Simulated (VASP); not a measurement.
A run of VASP 6.6.1 is set up as follows.

The input INCAR:

```
SYSTEM = Si2C
ALGO     = Normal         ! electronic algorithm
EDIFF    = 1E-6           ! SCF threshold, eV
ENCUT    = 520            ! plane-wave cutoff, eV
GGA      = PE             ! functional
ISIF     = 2              ! what is computed and relaxed
ISMEAR   = 0              ! smearing method
LASPH    = .TRUE.         ! aspherical terms in the spheres
LCHARG   = .FALSE.        ! write CHGCAR
LREAL    = .FALSE.        ! projectors in reciprocal space
LWAVE    = .FALSE.        ! write WAVECAR
NBANDS   = 21             ! bands
NELM     = 100            ! most SCF steps
PREC     = Accurate       ! precision mode
SIGMA    = 0.1            ! smearing width, eV
```

KPOINTS

```
k-points
0
G
  6 6 2
  0 0 0
```

File POSCAR:

```
Si2C
1.0
    2.7395066700      0.0000000000      0.0000000000
   -1.3697533300      2.3724823700      0.0000000000
    0.0000000000      0.0000000000     13.2953734200
Si C
4 2
Direct
    0.3333333300      0.6666666700      0.8333333300
    0.3333333300      0.6666666700      0.1666666700
    0.3333333300      0.6666666700      0.5000000000
    0.6666666700      0.3333333300      0.0000000000
    0.6666666700      0.3333333300      0.3333333300
    0.6666666700      0.3333333300      0.6666666700
```

Potentials or basis: VASP PAW PBE potentials, release 64 (Si, C).

Run with:

```console
$ cat potpaw_PBE.64/Si/POTCAR potpaw_PBE.64/C/POTCAR > POTCAR
$ mpirun -np 1 vasp_std > vasp.out
```

Estimate the largest force.

1.489 eV/Å.

Predict the band gap on the k mesh.

zero (band 12 reaches 10.52 eV, above the bottom of band 13 at 4.94 eV).

Stress tensor (GPa, compression positive):
```
-10.11   0.00   0.00
  0.00 -10.11   0.00
  0.00   0.00 -21.06
```

Caveat: the k points lie up to 0.44 Å⁻¹ apart; forces of over 1 eV/Å act on the atoms, so gaps and moduli don't describe the material at rest.
